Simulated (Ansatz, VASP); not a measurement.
**One calculation of Sr2W, two programs**

```xyz
6
Lattice="7.9999 0.0000 0.0000 0.0000 8.0188 0.0000 0.0000 0.0000 3.2251" Properties=species:S:1:pos:R:3 pbc="T T T"
Sr    2.2489    6.4904    1.6125
Sr    6.2488    5.5379    0.0000
Sr    5.7510    1.5284    1.6125
Sr    1.7511    2.4810    0.0000
W     3.9999    4.0094    1.6125
W     0.0000    0.0000    0.0000
```

Alike in both runs: functional PBE; k mesh 4 × 4 × 4; occupations gaussian, width 0.1 eV; no spin polarisation.

Ansatz relaxed the structure, and its values are those at the end. VASP's run is a single point on that final structure, the one shown.

```csv
,VASP,Ansatz
version,VASP 6.6.1,Ansatz 0.2.0
potentials or method,"VASP PAW PBE potentials, release 64 (Sr_sv, W_sv), cutoff 520 eV","scalar-relativistic, plane waves, PAW"
valence electrons in the cell,68,68
```

Ansatz gave:

| Item | Value |
| --- | --- |
| gap on the k mesh at the Fermi level (eV) | none |
| pressure (GPa) | 0.2 |
| rms of the force components (eV/Å) | 0.008 |

Problem. What did VASP give for the same quantities?

Solution. gap on the k mesh at the Fermi level (eV): none; pressure (GPa): 0.3; rms of the force components (eV/Å): 0.008.

A gap of «none» marks a metal or a gap that the smearing closes.

The k mesh is coarse, so the values compare programs but aren't converged. Spin-orbit coupling is off throughout.
